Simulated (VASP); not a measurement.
# CrB2RuN (Immm) in VASP: further runs

CrB2RuN is run at these levels: PBE; tasks: single point.

Everything below comes from runs of VASP 6.6.1. Logs are shortened: lines on timing, memory, paths and dates and some standing lists are left out, and cuts for length are marked.

**1. The cell of the first run**

Symmetry: Immm, No. 71, orthorhombic system. Conventional cell: a = 3.904 Å, b = 4.279 Å, c = 5.412 Å, α = 90.00°, β = 90.00°, γ = 90.00°. Cr (site symmetry mmm) has 2 N at 1.95 Å and 8 B at 2.45 to 2.46 Å within 2.6 Å. Within 2.0 Å of B (site symmetry mm2) lie 1 N at 1.49 Å. Within 2.8 Å of Ru (site symmetry mmm) lie 2 N at 2.14 Å and 8 B at 2.30 to 2.61 Å and 2 Cr at 2.71 Å. N (site symmetry mmm) has 2 B at 1.49 Å and 2 Cr at 1.95 Å within 2.0 Å.

**2. Single point, PBE, collinear spin, ferromagnetic start**

The input, INCAR:

```
PREC     = Accurate       # precision mode
ENCUT    = 520            # plane-wave cutoff, eV
EDIFF    = 1E-6           # SCF threshold, eV
ISMEAR   = 0              # smearing method
SIGMA    = 0.1            # smearing width, eV
LREAL    = False          # projectors in reciprocal space
LASPH    = True           # aspherical terms in the spheres
NELM     = 150            # most SCF steps
ALGO     = Normal         # electronic algorithm
ISIF     = 2              # what is computed and relaxed
LWAVE    = False          # write WAVECAR
LCHARG   = True           # write CHGCAR
ISPIN    = 2              # spin polarisation
MAGMOM   = 3 0 0 1 0      # initial moments
LORBIT   = 11             # projections on sites
LMAXMIX  = 4              # l up to which the mixer works
GGA      = PE             # functional
LELF     = True           # ELF
LVHAR    = True         
NBANDS   = 30             # bands
```

The input, KPOINTS:

```
Automatic mesh
0
Gamma
  6 6 6
```

The input, POSCAR:

```
CrB2RuN
1.0
   -1.9519241926      2.1394753486      2.7060954721
    1.9519241926     -2.1394753486      2.7060954721
    1.9519241926      2.1394753486     -2.7060954721
Cr B Ru N
1 2 1 1
Direct
    0.5000000000      0.5000000000      0.0000000000
    0.7750063021      0.2750063021      0.5000000000
    0.2249936979      0.7249936979      0.5000000000
    0.0000000000      0.0000000000      0.0000000000
    0.5000000000      0.0000000000      0.5000000000
```

Potentials or basis: VASP PAW PBE potentials, release 64 (Cr_pv, B, Ru_pv, N).

Started as:

```sh
$ cat potpaw_PBE.64/Cr_pv/POTCAR potpaw_PBE.64/B/POTCAR potpaw_PBE.64/Ru_pv/POTCAR potpaw_PBE.64/N/POTCAR > POTCAR
$ mpirun -np 1 vasp_std > vasp.out
```

OUTCAR:

```text
PREC = Accurate
   ENCUT = 520
   EDIFF = 1E-6
   ISMEAR = 0
   LREAL = False
   LASPH = True
   NELM = 150
   ISIF = 2
   ISPIN = 2
   LORBIT = 11
   GGA = PE

 ion  position               nearest neighbor table
   1  0.500  0.500  0.000-   5 1.95   5 1.95   2 2.45   2 2.45   3 2.45   3 2.45   3 2.46   2 2.46
                             3 2.46   2 2.46   4 2.71   4 2.71   4 2.90   4 2.90   4 2.90   4 2.90
   2  0.775  0.275  0.500-   5 1.49   4 2.30   4 2.30   1 2.45   1 2.45   1 2.46   1 2.46   4 2.61
                             4 2.61
   3  0.225  0.725  0.500-   5 1.49   4 2.30   4 2.30   1 2.45   1 2.45   1 2.46   1 2.46   4 2.61
                             4 2.61
   4  0.000  0.000  0.000-   5 2.14   5 2.14   3 2.30   3 2.30   2 2.30   2 2.30   3 2.61   2 2.61
                             3 2.61   2 2.61   1 2.71   1 2.71   1 2.90   1 2.90   1 2.90   1 2.90
   5  0.500  0.000  0.500-   2 1.49   3 1.49   1 1.95   1 1.95   4 2.14   4 2.14

  LATTYP: Found a body centered orthorhombic cell.
 ALAT       =     3.9038483852
 B/A-ratio  =     1.0960852664
 C/A-ratio  =     1.3863732425

  Lattice vectors:

 A1 = (  -1.9519241926,   2.1394753486,   2.7060954721)
 A2 = (   1.9519241926,  -2.1394753486,   2.7060954721)
 A3 = (   1.9519241926,   2.1394753486,  -2.7060954721)

Analysis of symmetry for initial positions (statically):
=====================================================================
 Subroutine PRICEL returns:
 Original cell was already a primitive cell.

 Routine SETGRP: Setting up the symmetry group for a
 body centered orthorhombic supercell.

 Subroutine GETGRP returns: Found  8 space group operations
 (whereof  8 operations were pure point group operations)
 out of a pool of  8 trial point group operations.

The static configuration has the point symmetry D_2h.

Analysis of symmetry for dynamics (positions and initial velocities):
=====================================================================
 Subroutine PRICEL returns:
 Original cell was already a primitive cell.

 Routine SETGRP: Setting up the symmetry group for a
 body centered orthorhombic supercell.

 Subroutine GETGRP returns: Found  8 space group operations
 (whereof  8 operations were pure point group operations)
 out of a pool of  8 trial point group operations.

The dynamic configuration has the point symmetry D_2h.

Analysis of structural, dynamic, and magnetic symmetry:
=====================================================================
 Subroutine PRICEL returns:
 Original cell was already a primitive cell.

 Routine SETGRP: Setting up the symmetry group for a
 body centered orthorhombic supercell.

 Subroutine GETGRP returns: Found  8 space group operations
 (whereof  8 operations were pure point group operations)
 out of a pool of  8 trial point group operations.

The overall configuration has the point symmetry D_2h.

 Subroutine INISYM returns: Found  8 space group operations
 (whereof  8 operations are pure point group operations),
 and found     1 'primitive' translations

----------------------------------------------------------------------------------------

                                     Primitive cell

  volume of cell :      45.2036

  direct lattice vectors                    reciprocal lattice vectors
    -1.951924193  2.139475349  2.706095472     0.000000000  0.233702155  0.184768056
     1.951924193 -2.139475349  2.706095472     0.256157489  0.000000000  0.184768056
     1.951924193  2.139475349 -2.706095472     0.256157489  0.233702155  0.000000000

  length of vectors
     3.963624039  3.963624039  3.963624039     0.297919338  0.315841564  0.346746819

  position of ions in fractional coordinates (direct lattice)
     0.500000000  0.500000000  0.000000000
     0.775006302  0.275006302  0.500000000
     0.224993698  0.724993698  0.500000000
     0.000000000  0.000000000  0.000000000
     0.500000000  0.000000000  0.500000000

  ion indices of the primitive-cell ions
   primitive index   ion index
                 1           1
                 2           2
                 3           3
                 4           4
                 5           5

----------------------------------------------------------------------------------------

 KPOINTS: Automatic mesh

Automatic generation of k-mesh.
 Grid dimensions read from file:
 generate k-points for:    6    6    6

 Generating k-lattice:

  Cartesian coordinates                     Fractional coordinates (reciprocal lattice)
     0.000000000  0.038950359  0.030794676     0.166666667 -0.000000000  0.000000000
     0.042692915  0.000000000  0.030794676     0.000000000  0.166666667 -0.000000000
     0.042692915  0.038950359  0.000000000     0.000000000 -0.000000000  0.166666667

  Length of vectors
     0.049653223  0.052640261  0.057791137

  Shift w.r.t. Gamma in fractional coordinates (k-lattice)
     0.000000000  0.000000000  0.000000000

 Subroutine IBZKPT returns following result:
 ===========================================

 Found     46 irreducible k-points:

 Following reciprocal coordinates:
            Coordinates               Weight
  0.000000  0.000000  0.000000      1.000000
  0.166667  0.000000 -0.000000      4.000000
  0.333333  0.000000 -0.000000      4.000000
  0.500000  0.000000 -0.000000      2.000000
 -0.000000  0.166667  0.000000      4.000000
  0.166667  0.166667 -0.000000      8.000000
[... 16 lines left out ...]
 -0.166667  0.166667  0.166667      2.000000
  0.166667  0.333333  0.166667      4.000000
 [... further k-points ...]
   k-points           NKPTS =     46   k-points in BZ     NKDIM =     46   number of bands    NBANDS=     30
   number of dos      NEDOS =    301   number of ions     NIONS =      5
   total plane-waves  NPLWV =  27000
   dimension x,y,z NGX =    30 NGY =   30 NGZ =   30
   dimension x,y,z NGXF=    60 NGYF=   60 NGZF=   60
   ions per type =               1   2   1   1
   NGX,Y,Z   is equivalent  to a cutoff of  12.58, 12.58, 12.58 a.u.
   NGXF,Y,Z  is equivalent  to a cutoff of  25.17, 25.17, 25.17 a.u.
 SYSTEM =  unknown system
   PREC   = accura    normal or accurate (medium, high low for compatibility)
   ISTART =      0    job   : 0-new  1-cont  2-samecut
   ICHARG =      2    charge: 1-file 2-atom 10-const
   ISPIN  =      2    spin polarized calculation?
   LNONCOLLINEAR =      F non collinear calculations
   LSORBIT =      F    spin-orbit coupling
   LASPH  =      T    aspherical Exc in radial PAW
   ENCUT  =  520.0 eV  38.22 Ry    6.18 a.u.   7.37  7.37  7.37*2*pi/ulx,y,z
   NELM   =    150;   NELMIN=  2; NELMDL= -5     # of ELM steps
   EDIFF  = 0.1E-05   stopping-criterion for ELM
   LREAL  =      F    real-space projection
   EDIFFG = 0.1E-04   stopping-criterion for IOM
   NSW    =      0    number of steps for IOM
   IBRION =     -1    ionic relax: 0-MD 1-quasi-New 2-CG
   NFREE  =      0    steps in history (QN), initial steepest desc. (CG)
   ISIF   =      2    stress and relaxation
   ISYM   =      2    0-nonsym 1-usesym 2-fastsym
   POTIM  = 0.5000    time-step for ionic-motion
   TEBEG  =    0.0;   TEEND  =   0.0 temperature during run
   PSTRESS=    0.0 pullay stress
   NELECT =      37.0000    total number of electrons
   NUPDOWN=      -1.0000    fix difference up-down
   EMIN   =  10.00;   EMAX   =-10.00  energy-range for DOS
   EFERMI =   0.00;   METHOD = LEGACY
   ISMEAR =     0;   SIGMA  =   0.10  broadening in eV -4-tet -1-fermi 0-gaus
   EFERMI_NEDOS =   21; number of points for ismear=-14 and -15
   IALGO  =     38    algorithm
   IMIX   =      4    mixing-type and parameters
     AMIX     =   0.40;   BMIX     =  1.00
     AMIX_MAG =   1.60;   BMIX_MAG =  1.00
  volume/ion in A,a.u.               =       9.04        61.01
  Fermi-wavevector in a.u.,A,eV,Ry     =   1.531385  2.893897 31.907553  2.345139
  Thomas-Fermi vector in A             =   2.638737
   LORBIT       =     11    0 simple, 1 ext, 2 COOP (PROOUT), +10 PAW based schemes
   GGA     = PE    functional components
   LHFCALC =     F    Hartree Fock is set to
   AEXX    =    0.0000 exact exchange contribution
   IVDW    =     0    specifies the selected vdW correction
   LEPSILON=     F    determine dielectric tensor
   LRPA    =     F    only Hartree local field effects (RPA)
 spin polarized calculation
 Gauss-broadening in eV      SIGMA  =   0.10
  energy-cutoff  :      520.00
  volume of cell :       45.20
 maximum number of plane-waves:      1230
 NGX is ok and might be reduce to    30
   NGX = 15   NGY = 15   NGZ = 15

 number of electron      36.9999990 magnetization       2.0013621

 Free energy of the ion-electron system (eV)
  ---------------------------------------------------
  ext. energy  EPLUGINS =         0.00000000
  ---------------------------------------------------
  free energy    TOTEN  =       -39.45926664 eV

  energy without entropy =      -39.44509908  energy(sigma->0) =      -39.45218286

 E-fermi :  10.6939     XC(G=0): -13.2164

 val. band max:       10.6780460120   @ k =   0.5000   0.5000   0.1667
 cond. band min:      10.6967067329   @ k =   0.3333   0.5000  -0.0000
 fundamental gap:      0.0186607209
 Fermi energy:        10.6938851372

 spin component 1

 k-point     1 :       0.0000    0.0000    0.0000
  band No.  band energies     occupation
      1     -33.7889      1.00000
      2     -33.4368      1.00000
      3     -33.3835      1.00000
      4     -32.7392      1.00000
      5     -32.4994      1.00000
      6     -32.3062      1.00000
[... 22 lines left out ...]
     29      18.0551      0.00000
     30      20.0966      0.00000

 k-point     2 :       0.1667    0.0000   -0.0000
  band No.  band energies     occupation
      1     -33.7887      1.00000
      2     -33.4354      1.00000
      3     -33.3787      1.00000
      4     -32.7448      1.00000
      5     -32.5010      1.00000
      6     -32.3146      1.00000
[... 718 lines left out ...]
 k-point    24 :       0.1667    0.3333    0.1667
  band No.  band energies     occupation
      1     -33.8129      1.00000
      2     -33.4394      1.00000
      3     -33.3627      1.00000
      4     -32.7449      1.00000
      5     -32.5072      1.00000
      6     -32.3399      1.00000
[... 22 lines left out ...]
     29      20.4283      0.00000
     30      20.8137      0.00000

 [... further k-points ...]

 spin component 2

 k-point     1 :       0.0000    0.0000    0.0000
  band No.  band energies     occupation
      1     -32.6457      1.00000
      2     -32.4226      1.00000
      3     -32.2109      1.00000
      4     -31.8633      1.00000
      5     -31.4932      1.00000
      6     -31.2208      1.00000
[... 22 lines left out ...]
     29      19.4569      0.00000
     30      20.4062      0.00000

 k-point     2 :       0.1667    0.0000   -0.0000
  band No.  band energies     occupation
      1     -32.6474      1.00000
      2     -32.4217      1.00000
      3     -32.2058      1.00000
      4     -31.8657      1.00000
      5     -31.4960      1.00000
      6     -31.2297      1.00000
[... 718 lines left out ...]
 k-point    24 :       0.1667    0.3333    0.1667
  band No.  band energies     occupation
      1     -32.6684      1.00000
      2     -32.4411      1.00000
      3     -32.1899      1.00000
      4     -31.8679      1.00000
      5     -31.4918      1.00000
      6     -31.2556      1.00000
[... 22 lines left out ...]
     29      20.5321      0.00000
     30      20.7792      0.00000

 [... further k-points ...]
[... 5 lines left out ...]
  --------------------------------------------------------------------------------------
  -------------------------------------------------------------------------------------
  Total        0.0887356     -0.0376773     -0.0749584      0.0000000      0.0000000      0.0000000
  in kB        3.1451058     -1.3354161     -2.6567913      0.0000000      0.0000000      0.0000000
  external PRESSURE =      -0.2823672 kB  Pullay stress =       0.0000000 kB

 VOLUME and BASIS-vectors are now :
 -----------------------------------------------------------------------------
  energy-cutoff  :      520.00
  volume of cell :       45.20
      direct lattice vectors                 reciprocal lattice vectors
    -1.951924193  2.139475349  2.706095472     0.000000000  0.233702155  0.184768056
     1.951924193 -2.139475349  2.706095472     0.256157489  0.000000000  0.184768056
     1.951924193  2.139475349 -2.706095472     0.256157489  0.233702155  0.000000000

 POSITION                                       TOTAL-FORCE (eV/Angst)
 -----------------------------------------------------------------------------------
      0.00000      0.00000      2.70610         0.000000     -0.000000      0.000000
      0.00000      2.13948      1.48839        -0.000000     -0.000000      0.005651
      1.95192      0.00000      1.21771         0.000000      0.000000     -0.005651
      0.00000      0.00000      0.00000         0.000000     -0.000000      0.000000
      0.00000      2.13948      0.00000         0.000000     -0.000000      0.000000
 -----------------------------------------------------------------------------------
    total drift:                                0.000000     -0.000000      0.000000

  FREE ENERGIE OF THE ION-ELECTRON SYSTEM (eV)
  ---------------------------------------------------
  free  energy   TOTEN  =       -39.4592666410 eV

  energy  without entropy=      -39.4450990819  energy(sigma->0) =      -39.45218286

 total charge

# of ion       s       p       d       tot
------------------------------------------
    1        0.290   6.335   4.319  10.944
    2        0.667   1.091   0.000   1.758
    3        0.667   1.091   0.000   1.758
    4        0.319   6.303   6.137  12.759
    5        1.235   2.690   0.000   3.926
--------------------------------------------------
tot          3.178  17.511  10.455  31.144

 magnetization (x)

# of ion       s       p       d       tot
------------------------------------------
    1        0.018   0.023   1.917   1.959
    2       -0.021  -0.039   0.000  -0.060
    3       -0.021  -0.039   0.000  -0.060
    4       -0.004  -0.011   0.145   0.129
    5       -0.004   0.001   0.000  -0.003
--------------------------------------------------
tot         -0.032  -0.066   2.062   1.965
```

Run time: 3.7 min. Hardware: 1 thread of AMD EPYC 7R13 (Zen 3), shared host; peak memory 0.23 GiB.

What came out:

* Free energy: -39.4593 eV
* Pressure: 0.0 GPa
* Largest force: 0.006 eV/Å
* Net moment: 2.00 μB per cell
* Site moments: Cr +1.96; B -0.06; Ru +0.13; N -0.00 μB
* Valence electrons inside the program's atomic spheres: Cr 10.94; B 1.76; Ru 12.76; N 3.93

Forces in eV/Å, atoms in the order of the input:
```
Cr   0.000  0.000  0.000
B    0.000  0.000  0.006
B    0.000  0.000 -0.006
Ru   0.000  0.000  0.000
N    0.000  0.000  0.000
```

Levels at points of the mesh, in eV from the Fermi level:
Spin up:
| k point | band 16 | band 17 | band 18 | band 19 | band 20 | band 21 | band 22 | band 23 | band 24 | band 25 |
| --- | --- | --- | --- | --- | --- | --- | --- | --- | --- | --- |
| (0.00, 0.00, 0.00) | -1.26 | -0.60 | -0.20 | 0.22 | 0.68 | 1.03 | 1.47 | 1.48 | 2.37 | 4.54 |
| (0.50, 0.00, 0.00) | -2.21 | -1.82 | -1.42 | -1.23 | -0.96 | 1.07 | 1.92 | 2.33 | 3.25 | 4.57 |
| (0.00, 0.50, 0.00) | -2.20 | -2.18 | -2.15 | -0.70 | -0.23 | 0.35 | 1.84 | 2.97 | 3.44 | 4.50 |
| (0.50, 0.50, 0.00) | -2.83 | -2.03 | -0.51 | -0.22 | 0.16 | 0.59 | 2.87 | 3.36 | 4.73 | 4.84 |
| (0.50, 0.50, 0.50) | -2.24 | -1.37 | -1.20 | -0.92 | 0.10 | 0.36 | 0.72 | 1.14 | 2.29 | 4.92 |
Spin down:
```
           k point  band 14  band 15  band 16  band 17  band 18  band 19  band 20  band 21
(0.00, 0.00, 0.00)    -4.09    -3.87    -0.87     0.50     0.98     1.14     1.62     1.71
(0.50, 0.00, 0.00)    -3.10    -2.86    -1.46    -1.27    -0.91     0.09     0.24     2.13
(0.00, 0.50, 0.00)    -3.31    -2.23    -2.11    -1.44    -0.79     0.40     1.43     1.55
(0.50, 0.50, 0.00)    -3.36    -3.23    -2.50    -1.55     1.00     1.32     1.74     1.88
(0.50, 0.50, 0.50)    -3.03    -2.35    -2.26    -0.45     0.34     0.40     0.41     0.96
```

Caveat: the k points lie up to 0.36 Å⁻¹ apart; a cell with one magnetic atom can't hold antiferromagnetic order, which such compounds often take.

[end of part 1 of 2]
